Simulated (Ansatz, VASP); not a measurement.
## Two plane-wave programs on AlGaN2

File POSCAR:

```
AlGaN2
1.0
    3.0937638930      0.0000000000      0.0000000000
    0.0000000000      3.0937638930      0.0000000000
    0.0000000000      0.0000000000      4.4238379400
Al Ga N
1 1 2
Direct
    0.5000000000      0.5000000000      0.5000000000
    0.0000000000      0.0000000000      0.0000000000
    0.5000000000      0.0000000000      0.7382648100
    0.0000000000      0.5000000000      0.2617351900
```

INCAR.step1

```
  ALGO = Normal
  EDIFF = 1E-4
  ENCUT = 520
  GGA = PE
  ISMEAR = 0
  LASPH = True
  LCHARG = False
  LREAL = False
  LWAVE = True
  NBANDS = 21
  NELM = 100
  PREC = Accurate
  SIGMA = 0.05
```

File INCAR.step2:

```
  ALGO = Normal
  EDIFF = 1E-6
  ENCUT = 520
  ISIF = 2
  ISMEAR = 0
  ISTART = 1
  LASPH = True
  LCHARG = False
  LMIXTAU = True
  LREAL = False
  LWAVE = False
  METAGGA = R2SCAN
  NBANDS = 21
  NELM = 100
  PREC = Accurate
  SIGMA = 0.05
```

Contents of KPOINTS:

```
k-points
0
Gamma
  8 8 6
```

Input for Ansatz:

```yaml
crystal:
  lattice:
    - [3.093763893, 0.0, 0.0]
    - [0.0, 3.093763893, 0.0]
    - [0.0, 0.0, 4.42383794]
  atoms:
    - { symbol: Al, position: [0.5, 0.5, 0.5] }
    - { symbol: Ga, position: [0.0, 0.0, 0.0] }
    - { symbol: "N", position: [0.5, 0.0, 0.73826481] }
    - { symbol: "N", position: [0.0, 0.5, 0.26173519] }
basis:
  ecutwfc: 500
kpoints:
  mp_grid: { grid: [8, 8, 6] }
hamiltonian:
  xc: r2scan
scf:
  occupations: { method: gaussian, width: 0.05 }
output:
  forces: true
  stress: true
  eigenvalues: true
```

Change from the starting cell: strain -0.0150 x Voigt [1, 1, 0, 0, 0, 0], atoms carried along.

Alike in both runs: task single point; functional r2SCAN; k mesh 8 × 8 × 6; occupations gaussian, width 0.05 eV; no spin polarisation.

```csv
,VASP,Ansatz
version,VASP 6.6.1,Ansatz 0.2.0
potentials or method,"VASP PAW PBE potentials, release 64 (Al, Ga_d, N), cutoff 520 eV","scalar-relativistic, plane waves, PAW"
valence electrons in the cell,26,26
```

Ansatz gave:

| Quantity | Value |
| --- | --- |
| gap on the k mesh at the Fermi level (eV) | 3.56 |
| least direct gap on the mesh (eV) | 3.56 |
| pressure (GPa) | 6.1 |
| traceless stress, the component that is largest in VASP (GPa) | -1.47 |
| rms of the force components (eV/Å) | 0.049 |

**Question.** Which values does VASP return?

**Answer.** gap on the k mesh at the Fermi level (eV): 3.57; least direct gap on the mesh (eV): 3.57; pressure (GPa): 6.6; traceless stress, the component that is largest in VASP (GPa): -1.47; rms of the force components (eV/Å): 0.011.

VASP's potentials were made for PBE, not for r2SCAN. Atom by atom the forces differ by 0.038 eV/Å (rms over components).
